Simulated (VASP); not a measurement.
## Au: single point with LDA

Au:

```
CELL_PARAMETERS angstrom
0.00000 1.99562 1.99562
1.99562 0.00000 1.99562
1.99562 1.99562 0.00000
ATOMIC_POSITIONS crystal
Au 0.00000 0.00000 0.00000
```

This cell differs from its parent crystal: volume scaled by 0.96.

```yaml
Program: VASP 6.6.1
Task: single point
Functional: LDA
Potentials_or_basis: VASP PAW LDA potentials, release 64 (Au)
Cutoff: 520 eV
k_mesh: 22 × 22 × 22
Occupations: fermi-dirac, width 0.1 eV
Spin: no spin polarisation
Dipole_correction: no
Further_INCAR_settings: ALGO = Normal; EDIFF = 1e-07; NBANDS = 12
```

| Property | Result |
| --- | --- |
| Pressure | 9.8 GPa |

Levels at points of the mesh, in eV from the Fermi level:
| k point | band 4 | band 5 | band 6 | band 7 | band 8 | band 9 |
| --- | --- | --- | --- | --- | --- | --- |
| (0.00, 0.00, 0.00) | -5.12 | -3.39 | -3.39 | 14.35 | 18.70 | 18.70 |
| (0.50, 0.00, 0.00) | -2.02 | -2.02 | -1.35 | 3.43 | 13.82 | 17.52 |
| (0.50, 0.50, 0.00) | -1.66 | -1.66 | 0.75 | 6.32 | 10.10 | 10.10 |

Run time: 15 s on 1 thread of Intel(R) Xeon(R) 6975P-C (Granite Rapids), with other jobs on the host, peak memory 0.18 GiB.

Caveat: spin-orbit coupling is left out, which moves the levels of the heavy elements.
